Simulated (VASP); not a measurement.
# Zn (Fmmm) in VASP: further runs

Zn is run at these levels: PBE; tasks: single point, relaxation of cell and atoms.

Everything below comes from runs of VASP 6.6.1. Logs are shortened: lines on timing, memory, paths and dates and some standing lists are left out, and cuts for length are marked.

### Step 1. The cell of the first run

The structure is orthorhombic, space group Fmmm (No. 69). The conventional cell has a = 2.612 Å, b = 4.844 Å, c = 4.899 Å, α = 90.00°, β = 90.00°, γ = 90.00°. Within 3.4 Å of Zn (site symmetry mmm) lie 10 Zn at 2.61 to 2.78 Å.

### Step 2. Single point, PBE

File INCAR:

```
PREC = Accurate
ENCUT = 520
EDIFF = 1E-6
ISMEAR = 0
SIGMA = 0.1
LREAL = False
LASPH = True
NELM = 100
ALGO = Normal
ISIF = 2
LWAVE = False
LCHARG = False
GGA = PE
NBANDS = 12
```

File KPOINTS:

```
regular mesh
0
Gamma
  26 26 26
```

File POSCAR:

```
Zn
1.0
    0.0000000000      2.4221407440      2.4496133701
    1.3061721709      0.0000000000      2.4496133701
    1.3061721709      2.4221407440      0.0000000000
Zn
1
Direct
    0.5000000000      0.5000000000      0.5000000000
```

Potentials or basis: VASP PAW PBE potentials, release 64 (Zn).

Started as:

```sh
cat potpaw_PBE.64/Zn/POTCAR > POTCAR
mpirun -np 1 vasp_std > vasp.out
```

OUTCAR:

```text
PREC = Accurate
   ENCUT = 520
   EDIFF = 1E-6
   ISMEAR = 0
   LREAL = False
   LASPH = True
   NELM = 100
   ISIF = 2
   GGA = PE

 ion  position               nearest neighbor table
   1  0.500  0.500  0.500-

  LATTYP: Found a face centered orthorhombic cell.
 ALAT       =     2.6123443418
 B/A-ratio  =     1.8543809139
 C/A-ratio  =     1.8754138426

  Lattice vectors:

 A1 = (   0.0000000000,   2.4221407440,   2.4496133701)
 A2 = (   1.3061721709,   0.0000000000,   2.4496133701)
 A3 = (   1.3061721709,   2.4221407440,   0.0000000000)

Analysis of symmetry for initial positions (statically):
=====================================================================
 Subroutine PRICEL returns:
 Original cell was already a primitive cell.

 Routine SETGRP: Setting up the symmetry group for a
 face centered orthorhombic supercell.

 Subroutine GETGRP returns: Found  8 space group operations
 (whereof  8 operations were pure point group operations)
 out of a pool of  8 trial point group operations.

The static configuration has the point symmetry D_2h.

Analysis of symmetry for dynamics (positions and initial velocities):
=====================================================================
 Subroutine PRICEL returns:
 Original cell was already a primitive cell.

 Routine SETGRP: Setting up the symmetry group for a
 face centered orthorhombic supercell.

 Subroutine GETGRP returns: Found  8 space group operations
 (whereof  8 operations were pure point group operations)
 out of a pool of  8 trial point group operations.

The dynamic configuration has the point symmetry D_2h.

 Subroutine INISYM returns: Found  8 space group operations
 (whereof  8 operations are pure point group operations),
 and found     1 'primitive' translations

----------------------------------------------------------------------------------------

                                     Primitive cell

  volume of cell :      15.4998

  direct lattice vectors                    reciprocal lattice vectors
     0.000000000  2.422140744  2.449613370    -0.382797928  0.206428962  0.204113843
     1.306172171  0.000000000  2.449613370     0.382797928 -0.206428962  0.204113843
     1.306172171  2.422140744  0.000000000     0.382797928  0.206428962 -0.204113843

  length of vectors
     3.444905143  2.776092830  2.751881452     0.480426509  0.480426509  0.480426509

  position of ions in fractional coordinates (direct lattice)
     0.500000000  0.500000000  0.500000000

  ion indices of the primitive-cell ions
   primitive index   ion index
                 1           1

----------------------------------------------------------------------------------------

 KPOINTS: regular mesh

Automatic generation of k-mesh.
 Grid dimensions read from file:
 generate k-points for:   26   26   26

 Generating k-lattice:

  Cartesian coordinates                     Fractional coordinates (reciprocal lattice)
    -0.014722997  0.007939575  0.007850532     0.038461538 -0.000000000 -0.000000000
     0.014722997 -0.007939575  0.007850532     0.000000000  0.038461538  0.000000000
     0.014722997  0.007939575 -0.007850532     0.000000000  0.000000000  0.038461538

  Length of vectors
     0.018477943  0.018477943  0.018477943

  Shift w.r.t. Gamma in fractional coordinates (k-lattice)
     0.000000000  0.000000000  0.000000000

 Subroutine IBZKPT returns following result:
 ===========================================

 Found   2471 irreducible k-points:

 Following reciprocal coordinates:
            Coordinates               Weight
  0.000000  0.000000  0.000000      1.000000
  0.038462  0.000000 -0.000000      8.000000
  0.076923  0.000000 -0.000000      8.000000
  0.115385  0.000000 -0.000000      8.000000
  0.153846  0.000000  0.000000      8.000000
  0.192308  0.000000 -0.000000      8.000000
[... 16 lines left out ...]
  0.346154  0.038462  0.000000      8.000000
  0.384615  0.038462 -0.000000      8.000000
 [... further k-points ...]
   k-points           NKPTS =   2471   k-points in BZ     NKDIM =   2471   number of bands    NBANDS=     12
   number of dos      NEDOS =    301   number of ions     NIONS =      1
   total plane-waves  NPLWV =  13440
   dimension x,y,z NGX =    28 NGY =   24 NGZ =   20
   dimension x,y,z NGXF=    56 NGYF=   48 NGZF=   40
   ions per type =               1
   NGX,Y,Z   is equivalent  to a cutoff of  13.51, 14.37, 12.08 a.u.
   NGXF,Y,Z  is equivalent  to a cutoff of  27.02, 28.74, 24.16 a.u.
 SYSTEM =  unknown system
   PREC   = accura    normal or accurate (medium, high low for compatibility)
   ISTART =      0    job   : 0-new  1-cont  2-samecut
   ICHARG =      2    charge: 1-file 2-atom 10-const
   ISPIN  =      1    spin polarized calculation?
   LNONCOLLINEAR =      F non collinear calculations
   LSORBIT =      F    spin-orbit coupling
   LASPH  =      T    aspherical Exc in radial PAW
   ENCUT  =  520.0 eV  38.22 Ry    6.18 a.u.   6.41  5.16  5.12*2*pi/ulx,y,z
   NELM   =    100;   NELMIN=  2; NELMDL= -5     # of ELM steps
   EDIFF  = 0.1E-05   stopping-criterion for ELM
   LREAL  =      F    real-space projection
   EDIFFG = 0.1E-04   stopping-criterion for IOM
   NSW    =      0    number of steps for IOM
   IBRION =     -1    ionic relax: 0-MD 1-quasi-New 2-CG
   NFREE  =      0    steps in history (QN), initial steepest desc. (CG)
   ISIF   =      2    stress and relaxation
   ISYM   =      2    0-nonsym 1-usesym 2-fastsym
   POTIM  = 0.5000    time-step for ionic-motion
   TEBEG  =    0.0;   TEEND  =   0.0 temperature during run
   PSTRESS=    0.0 pullay stress
   NELECT =      12.0000    total number of electrons
   NUPDOWN=      -1.0000    fix difference up-down
   EMIN   =  10.00;   EMAX   =-10.00  energy-range for DOS
   EFERMI =   0.00;   METHOD = LEGACY
   ISMEAR =     0;   SIGMA  =   0.10  broadening in eV -4-tet -1-fermi 0-gaus
   EFERMI_NEDOS =   21; number of points for ismear=-14 and -15
   IALGO  =     38    algorithm
   IMIX   =      4    mixing-type and parameters
     AMIX     =   0.40;   BMIX     =  1.00
     AMIX_MAG =   1.60;   BMIX_MAG =  1.00
  volume/ion in A,a.u.               =      15.50       104.60
  Fermi-wavevector in a.u.,A,eV,Ry     =   1.503232  2.840697 30.745190  2.259708
  Thomas-Fermi vector in A             =   2.614369
   LORBIT       =      0    0 simple, 1 ext, 2 COOP (PROOUT), +10 PAW based schemes
   GGA     = PE    functional components
   LHFCALC =     F    Hartree Fock is set to
   AEXX    =    0.0000 exact exchange contribution
   IVDW    =     0    specifies the selected vdW correction
   LEPSILON=     F    determine dielectric tensor
   LRPA    =     F    only Hartree local field effects (RPA)
 non-spin polarized calculation
 Gauss-broadening in eV      SIGMA  =   0.10
  energy-cutoff  :      520.00
  volume of cell :       15.50
 maximum number of plane-waves:       437
 NGX is ok and might be reduce to    28
   NGX = 13   NGY = 11   NGZ = 11

 number of electron      12.0000003 magnetization

 Free energy of the ion-electron system (eV)
  ---------------------------------------------------
  ext. energy  EPLUGINS =         0.00000000
  ---------------------------------------------------
  free energy    TOTEN  =        -1.09063946 eV

  energy without entropy =       -1.08944647  energy(sigma->0) =       -1.09004296

 E-fermi :   2.8612     XC(G=0): -11.4442

 val. band max:        2.8558208442   @ k =   0.3462  -0.3077   0.1923
 cond. band min:       2.8613589694   @ k =  -0.2692   0.4231   0.2308
 fundamental gap:      0.0055381252
 Fermi energy:         2.8612337518

 k-point     1 :       0.0000    0.0000    0.0000
  band No.  band energies     occupation
      1      -7.2741      2.00000
      2      -5.0087      2.00000
      3      -4.7121      2.00000
      4      -4.4466      2.00000
      5      -4.4214      2.00000
      6      -4.1317      2.00000
      7      17.2560      0.00000
      8      17.8448      0.00000
      9      20.3628      0.00000
     10      22.1169      0.00000
     11      26.1806      0.00000
     12      26.8997      0.00000

 k-point     2 :       0.0385    0.0000   -0.0000
  band No.  band energies     occupation
      1      -7.2202      2.00000
      2      -5.0020      2.00000
      3      -4.7040      2.00000
      4      -4.4505      2.00000
      5      -4.4256      2.00000
      6      -4.1357      2.00000
      7      17.0693      0.00000
      8      17.6537      0.00000
      9      20.6948      0.00000
     10      22.2227      0.00000
     11      25.5689      0.00000
     12      26.1834      0.00000

 k-point     3 :       0.0769    0.0000   -0.0000
  band No.  band energies     occupation
      1      -7.0596      2.00000
      2      -4.9837      2.00000
      3      -4.6815      2.00000
      4      -4.4600      2.00000
      5      -4.4363      2.00000
      6      -4.1471      2.00000
      7      16.6085      0.00000
      8      17.2428      0.00000
      9      21.4634      0.00000
     10      22.1738      0.00000
     11      24.0282      0.00000
     12      24.9139      0.00000
[... 286 lines left out ...]
 k-point    23 :       0.3462    0.0385    0.0000
  band No.  band energies     occupation
      1      -5.2301      2.00000
      2      -5.0312      2.00000
      3      -4.2868      2.00000
      4      -4.2208      2.00000
      5      -4.1705      2.00000
      6      -3.0563      2.00000
      7      10.0021      0.00000
      8      12.5800      0.00000
      9      14.6912      0.00000
     10      18.6628      0.00000
     11      20.4297      0.00000
     12      27.2291      0.00000

 k-point    24 :       0.3846    0.0385   -0.0000
  band No.  band energies     occupation
      1      -5.2528      2.00000
      2      -5.0733      2.00000
      3      -4.3008      2.00000
      4      -4.1437      2.00000
      5      -4.0819      2.00000
      6      -2.1608      2.00000
      7       8.2356      0.00000
      8      12.4337      0.00000
      9      14.3821      0.00000
     10      18.1262      0.00000
     11      19.8138      0.00000
     12      27.1882      0.00000

 [... further k-points ...]
[... 5 lines left out ...]
  --------------------------------------------------------------------------------------
  -------------------------------------------------------------------------------------
  Total        0.0467759      0.0294677      0.0256152      0.0000000      0.0000000      0.0000000
  in kB        4.8350966      3.0459939      2.6477719      0.0000000      0.0000000      0.0000000
  external PRESSURE =       3.5096208 kB  Pullay stress =       0.0000000 kB

 VOLUME and BASIS-vectors are now :
 -----------------------------------------------------------------------------
  energy-cutoff  :      520.00
  volume of cell :       15.50
      direct lattice vectors                 reciprocal lattice vectors
     0.000000000  2.422140744  2.449613370    -0.382797928  0.206428962  0.204113843
     1.306172171  0.000000000  2.449613370     0.382797928 -0.206428962  0.204113843
     1.306172171  2.422140744  0.000000000     0.382797928  0.206428962 -0.204113843

 POSITION                                       TOTAL-FORCE (eV/Angst)
 -----------------------------------------------------------------------------------
      1.30617      2.42214      2.44961        -0.000000      0.000000      0.000000
 -----------------------------------------------------------------------------------
    total drift:                                0.000000      0.000000      0.000000

  FREE ENERGIE OF THE ION-ELECTRON SYSTEM (eV)
  ---------------------------------------------------
  free  energy   TOTEN  =        -1.0906394558 eV

  energy  without entropy=       -1.0894464715  energy(sigma->0) =       -1.09004296
```

Wall time 4.3 min (1 thread of Intel Xeon Platinum 8259CL at 2.50GHz (Skylake/Cascade Lake), shared host); peak memory 0.53 GiB.

What came out:

```yaml
Free_energy: -1.0906 eV
Pressure: 0.4 GPa
Band_gap_on_the_k_mesh: zero (band 6 reaches 6.31 eV, above the bottom of band 7 at 0.23 eV)
```

Stress tensor (GPa, compression positive):
```
0.48 0.00 0.00
0.00 0.30 0.00
0.00 0.00 0.26
```

Levels at points of the mesh, in eV from the Fermi level:
```
           k point  band 3  band 4  band 5  band 6  band 7  band 8  band 9  band 10
(0.00, 0.00, 0.00)   -7.57   -7.31   -7.28   -6.99   14.39   14.98   17.50    19.26
(0.50, 0.00, 0.00)   -7.19   -6.86   -6.77   -1.68    0.61   10.16   11.03    13.95
(0.50, 0.50, 0.00)   -7.41   -7.20   -6.81   -3.33   -2.63   17.04   18.66    20.76
(0.50, 0.00, 0.50)   -7.40   -7.23   -6.80   -3.25   -2.42   16.83   18.54    20.39
(0.00, 0.50, 0.50)   -6.87   -6.85   -6.80    1.85    1.96    4.28    6.75    11.28
```

### Step 3. Relaxation of cell and atoms, PBE

File INCAR:

```
ALGO     = Normal         # electronic algorithm
EDIFF    = 1E-6           # SCF threshold, eV
EDIFFG   = -0.01          # ionic threshold
ENCUT    = 600            # plane-wave cutoff, eV
GGA      = PE             # functional
IBRION   = 2              # ionic algorithm
ISIF     = 3              # what is computed and relaxed
ISMEAR   = 0              # smearing method
LASPH    = T              # aspherical terms in the spheres
LCHARG   = F              # write CHGCAR
LREAL    = F              # projectors in reciprocal space
LWAVE    = F              # write WAVECAR
NELM     = 100            # most SCF steps
NSW      = 100            # ionic steps
PREC     = Accurate       # precision mode
SIGMA    = 0.1            # smearing width, eV
```

File KPOINTS:

```
k-points
0
Gamma
  26 26 26
```

POSCAR is that of step 2.

Potentials or basis: VASP PAW PBE potentials, release 64 (Zn).

Started as:

```sh
cat potpaw_PBE.64/Zn/POTCAR > POTCAR
mpirun -np 1 vasp_std > vasp.out
```

Run time: 4.7 min. Hardware: 1 thread of Intel Xeon 6975P-C (Granite Rapids), shared host; peak memory 0.59 GiB.

The run converged. Its results:

```yaml
Free_energy: -1.0904 eV
Relaxed_volume: 15.54 Å³/atom
Relaxed_cell: a = 3.447 Å, b = 2.778 Å, c = 2.754 Å, α = 77.08°, β = 51.77°, γ = 51.15°
Space_group_after_relaxing_to_0.05_Å: I4/mmm (No. 139)
Energy_gained_by_relaxing: 0.0 meV/atom
Ionic_steps: 3
Pressure_after_relaxing: 0.0 GPa
Band_gap_on_the_k_mesh: zero (band 6 reaches 6.29 eV, above the bottom of band 7 at 0.22 eV)
```

Final structure:
```yaml
crystal:
  lattice:
    - [0.00000, 2.42395, 2.45109]
    - [1.30789, 0.00000, 2.45109]
    - [1.30789, 2.42395, 0.00000]
  atoms:
    - { symbol: Zn, position: [0.50000, 0.50000, 0.50000] }
```

Levels at points of the mesh, in eV from the Fermi level:
```
           k point  band 2  band 3  band 4  band 5  band 6  band 7  band 8  band 9  band 10
(0.00, 0.00, 0.00)   -7.86   -7.57   -7.31   -7.28   -6.99   14.38   14.96   17.48    19.23
(0.50, 0.00, 0.00)   -8.01   -7.19   -6.86   -6.77   -1.68    0.60   10.14   11.01    13.93
(0.50, 0.50, 0.00)   -7.56   -7.41   -7.20   -6.81   -3.32   -2.63   16.98   18.61    20.73
(0.50, 0.00, 0.50)   -7.55   -7.39   -7.23   -6.80   -3.24   -2.43   16.78   18.50    20.37
(0.00, 0.50, 0.50)   -8.13   -6.86   -6.84   -6.80    1.85    1.96    4.27    6.75    11.24
```
